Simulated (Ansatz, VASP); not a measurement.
**Two plane-wave programs on Au**

```
Au
1.0
     0.00000    2.02417    2.02417
     2.02417    0.00000    2.02417
     2.02417    2.02417    0.00000
Au
1
Direct
  0.00000 0.00000 0.00000
```

Alike in both runs: functional LDA; k mesh 18 × 18 × 18; occupations fermi-dirac, width 0.05 eV; no spin polarisation.

Ansatz relaxed the structure, and its values are those at the end. VASP's run is a single point on that final structure, the one shown.

|  | VASP | Ansatz |
| --- | --- | --- |
| version | VASP 6.6.1 | Ansatz 0.2.0 |
| potentials or method | VASP PAW LDA potentials, release 64 (Au) | PAW with Ansatz's default frozen-core files, scalar-relativistic |
| plane-wave cutoff (eV) | 500 | 420 |
| valence electrons in the cell | 11 | 19 |

VASP gave:

- pressure (GPa): 0.5

Q: Which values does Ansatz return?

A: Pressure (GPa): 0.0.

LDA's correlation is that of Perdew and Zunger in VASP and of Perdew and Wang (1992) in Ansatz. VASP's potentials hold 11 valence electrons a cell and Ansatz's 19, so a difference there can come from the potentials and not from the codes.

Neither program's run includes spin-orbit coupling.
